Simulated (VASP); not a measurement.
A run of VASP 6.6.1 is set up as follows.

INCAR

```
SYSTEM = MnO2
PREC = Accurate ; ENCUT = 600
EDIFF = 1E-6 ; ISMEAR = 0
SIGMA = 0.1 ; LREAL = .False.
LASPH = .True. ; NELM = 200
ALGO = Normal ; ISIF = 2
LWAVE = .False. ; LCHARG = .True.
ISPIN = 2 ; MAGMOM = 0.14 0.14 0 0 0 0
LORBIT = 11 ; LMAXMIX = 4
LDAU = .True. ; LDAUTYPE = 2
LDAUL = 2 -1 ; LDAUU = 6.3 0
LDAUJ = 0 0 ; LDAUPRINT = 1
GGA = PE ; LELF = .True.
LVHAR = .True. ; NBANDS = 38
GGA_COMPAT = .False.
```

File KPOINTS:

```
Automatic mesh
0
Gamma
  5 5 7
  0 0 0
```

File POSCAR:

```
MnO2
1.0
    4.3983000000      0.0000000000      0.0000000000
    0.0000000000      4.3983000000      0.0000000000
    0.0000000000      0.0000000000      2.8730000000
Mn O
2 4
Direct
    0.0000000000      0.0000000000      0.0000000000
    0.5000000000      0.5000000000      0.5000000000
    0.3051500000      0.3051500000      0.0000000000
    0.1948500000      0.8051500000      0.5000000000
    0.6948500000      0.6948500000      0.0000000000
    0.8051500000      0.1948500000      0.5000000000
```

Potentials or basis: VASP PAW PBE potentials, release 64 (Mn_pv, O).

Launch:

```sh
$ cat potpaw_PBE.64/Mn_pv/POTCAR potpaw_PBE.64/O/POTCAR > POTCAR
$ mpirun -np 1 vasp_std > vasp.out
```

Task: Estimate the net moment.

Result: 6.06 μB per cell.

Task: Predict the pressure.

Result: 17.3 GPa.

Task: What does it give for the site moments?

Result: Mn +3.28; O -0.14 μB.

Task: Predict the largest force.

Result: 0.201 eV/Å.

Stress tensor (GPa, compression positive):
```
14.80  0.00  0.00
 0.00 14.80  0.00
 0.00  0.00 22.37
```

Caveat: the cell stands under pressure.
